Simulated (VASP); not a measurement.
# GaN (P6_3mc) in VASP: further runs

The runs below take GaN through single point, relaxation of cell and atoms, with LDA.

All numbers are computed with VASP 6.6.1; they aren't measurements. Logs are shortened: lines on timing, memory, paths and dates and some standing lists are left out, and cuts for length are marked.

### 1 The cell of the first run

It takes space group P6_3mc (No. 186, hexagonal). The conventional cell has a = 3.132 Å, b = 3.132 Å, c = 5.106 Å, α = 90.00°, β = 90.00°, γ = 120.00°. Within 2.5 Å of Ga (site symmetry 3m) lie 4 N at 1.92 Å. Within 2.5 Å of N (site symmetry 3m) lie 4 Ga at 1.92 Å.

### 2 Single point, LDA

INCAR

```
PREC = Accurate
ENCUT = 520
EDIFF = 1E-7
ISMEAR = 0
SIGMA = 0.01
LREAL = False
LASPH = True
NELM = 100
ALGO = Normal
ISIF = 2
LWAVE = False
LCHARG = False
GGA = CA
NBANDS = 26
```

KPOINTS

```
Automatic mesh
0
Gamma
  8 8 4
```

POSCAR

```
GaN
1.0
    3.1318884003      0.0000000000      0.0000000000
   -1.5659442001      2.7122949164      0.0000000000
    0.0000000000      0.0000000000      5.1061639293
Ga N
2 2
Direct
    0.3333333333      0.6666666667     -0.0006650449
    0.6666666667      0.3333333333      0.4993349551
    0.3333333333      0.6666666667      0.3756650449
    0.6666666667      0.3333333333      0.8756650449
```

Potentials or basis: VASP PAW LDA potentials, release 64 (Ga_d, N).

Started as:

```console
cat potpaw_LDA.64/Ga_d/POTCAR potpaw_LDA.64/N/POTCAR > POTCAR
mpirun -np 1 vasp_std > vasp.out
```

OUTCAR:

```text
PREC = Accurate
   ENCUT = 520
   EDIFF = 1E-7
   ISMEAR = 0
   LREAL = False
   LASPH = True
   NELM = 100
   ISIF = 2
   GGA = CA

 ion  position               nearest neighbor table
   1  0.333  0.667  0.999-   4 1.92   4 1.92   4 1.92   3 1.92
   2  0.667  0.333  0.499-   3 1.92   3 1.92   3 1.92   4 1.92
   3  0.333  0.667  0.376-   2 1.92   2 1.92   2 1.92   1 1.92
   4  0.667  0.333  0.876-   1 1.92   1 1.92   1 1.92   2 1.92

  LATTYP: Found a hexagonal cell.
 ALAT       =     3.1318884003
 C/A-ratio  =     1.6303786332

  Lattice vectors:

 A1 = (   3.1318884003,   0.0000000000,   0.0000000000)
 A2 = (  -1.5659442001,   2.7122949164,   0.0000000000)
 A3 = (   0.0000000000,   0.0000000000,   5.1061639293)

Analysis of symmetry for initial positions (statically):
=====================================================================
 Subroutine PRICEL returns:
 Original cell was already a primitive cell.

 Routine SETGRP: Setting up the symmetry group for a
 hexagonal supercell.

 Subroutine GETGRP returns: Found 12 space group operations
 (whereof  6 operations were pure point group operations)
 out of a pool of 24 trial point group operations.

The static configuration has the point symmetry C_3v.
 The point group associated with its full space group is C_6v.

Analysis of symmetry for dynamics (positions and initial velocities):
=====================================================================
 Subroutine PRICEL returns:
 Original cell was already a primitive cell.

 Routine SETGRP: Setting up the symmetry group for a
 hexagonal supercell.

 Subroutine GETGRP returns: Found 12 space group operations
 (whereof  6 operations were pure point group operations)
 out of a pool of 24 trial point group operations.

The dynamic configuration has the point symmetry C_3v.
 The point group associated with its full space group is C_6v.

 Subroutine INISYM returns: Found 12 space group operations
 (whereof  6 operations are pure point group operations),
 and found     1 'primitive' translations

----------------------------------------------------------------------------------------

                                     Primitive cell

  volume of cell :      43.3748
[... 83 lines left out ...]
 SYSTEM =  unknown system
   PREC   = accura    normal or accurate (medium, high low for compatibility)
   ISTART =      0    job   : 0-new  1-cont  2-samecut
   ICHARG =      2    charge: 1-file 2-atom 10-const
   ISPIN  =      1    spin polarized calculation?
   LNONCOLLINEAR =      F non collinear calculations
   LSORBIT =      F    spin-orbit coupling
   LASPH  =      T    aspherical Exc in radial PAW
   ENCUT  =  520.0 eV  38.22 Ry    6.18 a.u.   5.82  5.82  9.49*2*pi/ulx,y,z
   NELM   =    100;   NELMIN=  2; NELMDL= -5     # of ELM steps
   EDIFF  = 0.1E-06   stopping-criterion for ELM
   LREAL  =      F    real-space projection
   EDIFFG = 0.1E-05   stopping-criterion for IOM
   NSW    =      0    number of steps for IOM
   IBRION =     -1    ionic relax: 0-MD 1-quasi-New 2-CG
   NFREE  =      0    steps in history (QN), initial steepest desc. (CG)
   ISIF   =      2    stress and relaxation
   ISYM   =      2    0-nonsym 1-usesym 2-fastsym
   POTIM  = 0.5000    time-step for ionic-motion
   TEBEG  =    0.0;   TEEND  =   0.0 temperature during run
   PSTRESS=    0.0 pullay stress
   NELECT =      36.0000    total number of electrons
   NUPDOWN=      -1.0000    fix difference up-down
   EMIN   =  10.00;   EMAX   =-10.00  energy-range for DOS
   EFERMI =   0.00;   METHOD = LEGACY
   ISMEAR =     0;   SIGMA  =   0.01  broadening in eV -4-tet -1-fermi 0-gaus
   EFERMI_NEDOS =   21; number of points for ismear=-14 and -15
   IALGO  =     38    algorithm
   IMIX   =      4    mixing-type and parameters
     AMIX     =   0.40;   BMIX     =  1.00
     AMIX_MAG =   1.60;   BMIX_MAG =  1.00
  volume/ion in A,a.u.               =      10.84        73.18
  Fermi-wavevector in a.u.,A,eV,Ry     =   1.538496  2.907336 32.204578  2.366970
  Thomas-Fermi vector in A             =   2.644856
   LORBIT       =      0    0 simple, 1 ext, 2 COOP (PROOUT), +10 PAW based schemes
   GGA     = CA    functional components
   LHFCALC =     F    Hartree Fock is set to
   AEXX    =    0.0000 exact exchange contribution
   IVDW    =     0    specifies the selected vdW correction
   LEPSILON=     F    determine dielectric tensor
   LRPA    =     F    only Hartree local field effects (RPA)
 non-spin polarized calculation
 Gauss-broadening in eV      SIGMA  =   0.01
  energy-cutoff  :      520.00
  volume of cell :       43.37
 maximum number of plane-waves:      1184
 NGX is ok and might be reduce to    24
   NGX = 11   NGY = 11   NGZ = 19

 number of electron      36.0000036 magnetization

 Free energy of the ion-electron system (eV)
  ---------------------------------------------------
  ext. energy  EPLUGINS =         0.00000000
  ---------------------------------------------------
  free energy    TOTEN  =       -27.89268386 eV

  energy without entropy =      -27.89268386  energy(sigma->0) =      -27.89268386

 E-fermi :   5.7130     XC(G=0): -12.4015

 val. band max:        5.6609837948   @ k =   0.0000   0.0000   0.0000
 cond. band min:       7.9336420528   @ k =   0.0000   0.0000   0.0000
 fundamental gap:      2.2726582580
 Fermi energy:         5.7129996192

 k-point     1 :       0.0000    0.0000    0.0000
  band No.  band energies     occupation
      1     -10.6554      2.00000
      2      -9.6075      2.00000
      3      -7.9509      2.00000
      4      -7.9326      2.00000
      5      -7.9326      2.00000
      6      -7.8614      2.00000
[... 685 lines left out ...]
     25      17.9853      0.00000
     26      17.9853      0.00000

 [... further k-points ...]
[... 5 lines left out ...]
  --------------------------------------------------------------------------------------
  -------------------------------------------------------------------------------------
  Total        1.4086905      1.4086905      1.4065615      0.0000000      0.0000000      0.0000000
  in kB       52.0341211     52.0341211     51.9554803      0.0000000      0.0000000      0.0000000
  external PRESSURE =      52.0079075 kB  Pullay stress =       0.0000000 kB

 VOLUME and BASIS-vectors are now :
 -----------------------------------------------------------------------------
  energy-cutoff  :      520.00
  volume of cell :       43.37
      direct lattice vectors                 reciprocal lattice vectors
     3.131888400  0.000000000  0.000000000     0.319296179  0.184345735  0.000000000
    -1.565944200  2.712294916  0.000000000     0.000000000  0.368691470  0.000000000
     0.000000000  0.000000000  5.106163929     0.000000000  0.000000000  0.195841734

 POSITION                                       TOTAL-FORCE (eV/Angst)
 -----------------------------------------------------------------------------------
     -0.00000      1.80820      5.10277        -0.000000      0.000000      0.001425
      1.56594      0.90410      2.54969        -0.000000     -0.000000      0.001425
     -0.00000      1.80820      1.91821         0.000000      0.000000     -0.001425
      1.56594      0.90410      4.47129        -0.000000      0.000000     -0.001425
 -----------------------------------------------------------------------------------
    total drift:                               -0.000000     -0.000000      0.000850

  FREE ENERGIE OF THE ION-ELECTRON SYSTEM (eV)
  ---------------------------------------------------
  free  energy   TOTEN  =       -27.8926838649 eV

  energy  without entropy=      -27.8926838649  energy(sigma->0) =      -27.89268386
```

OSZICAR:

```text
N       E                     dE             d eps       ncg     rms          rms(c)
DAV:   1     0.269451495540E+03    0.26945E+03   -0.17705E+04  1740   0.261E+03
DAV:   2     0.190080446123E+01   -0.26755E+03   -0.25304E+03  1672   0.483E+02
DAV:   3    -0.311382136586E+02   -0.33039E+02   -0.32577E+02  1864   0.139E+02
DAV:   4    -0.321227464488E+02   -0.98453E+00   -0.98062E+00  1764   0.253E+01
DAV:   5    -0.321428227430E+02   -0.20076E-01   -0.20061E-01  1896   0.359E+00    0.109E+01
DAV:   6    -0.279256459817E+02    0.42172E+01   -0.10190E+01  2590   0.517E+01    0.317E+00
DAV:   7    -0.279536055859E+02   -0.27960E-01   -0.12922E+00  1674   0.831E+00    0.260E+00
DAV:   8    -0.279156396104E+02    0.37966E-01   -0.24150E-01  2550   0.527E+00    0.131E+00
DAV:   9    -0.278921673987E+02    0.23472E-01   -0.65375E-02  2530   0.406E+00    0.363E-01
DAV:  10    -0.278929106655E+02   -0.74327E-03   -0.57923E-03  1642   0.560E-01    0.177E-01
DAV:  11    -0.278926897670E+02    0.22090E-03   -0.10671E-03  2348   0.621E-01    0.681E-02
DAV:  12    -0.278927108534E+02   -0.21086E-04   -0.14582E-04  1630   0.754E-02    0.976E-02
DAV:  13    -0.278926919277E+02    0.18926E-04   -0.15366E-05  2498   0.427E-02    0.581E-02
DAV:  14    -0.278926854043E+02    0.65234E-05   -0.10479E-05  2546   0.306E-02    0.248E-02
DAV:  15    -0.278926846237E+02    0.78065E-06   -0.13382E-06  2308   0.889E-03    0.165E-02
DAV:  16    -0.278926838309E+02    0.79280E-06   -0.15830E-06  1960   0.153E-02    0.384E-03
DAV:  17    -0.278926838649E+02   -0.34036E-07   -0.47804E-07  1348   0.391E-03
   1 F= -.27892684E+02 E0= -.27892684E+02  d E =-.782675E-16
```

stdout:

```text
POSCAR found type information on POSCAR GaN
 POSCAR found :  2 types and       4 ions
 scaLAPACK will be used
 LDA part: xc-table for (Slater(with rela. corr.)+CA(PZ))
 , standard interpolation
 POSCAR, INCAR and KPOINTS ok, starting setup
 FFT: planning ... GRIDC
 FFT: planning ... GRID_SOFT
 FFT: planning ... GRID
 WAVECAR not read
 entering main loop
```

It took 20 s on 1 thread of Intel Xeon Platinum 8488C (Sapphire Rapids), shared host; peak memory 0.15 GiB.

Results:

* Free energy: -27.8927 eV
* Pressure: 5.2 GPa
* Band gap on the k mesh: 2.27 eV

Caveat: the cell stands under pressure.

(Part 1 of 3 ends here.)
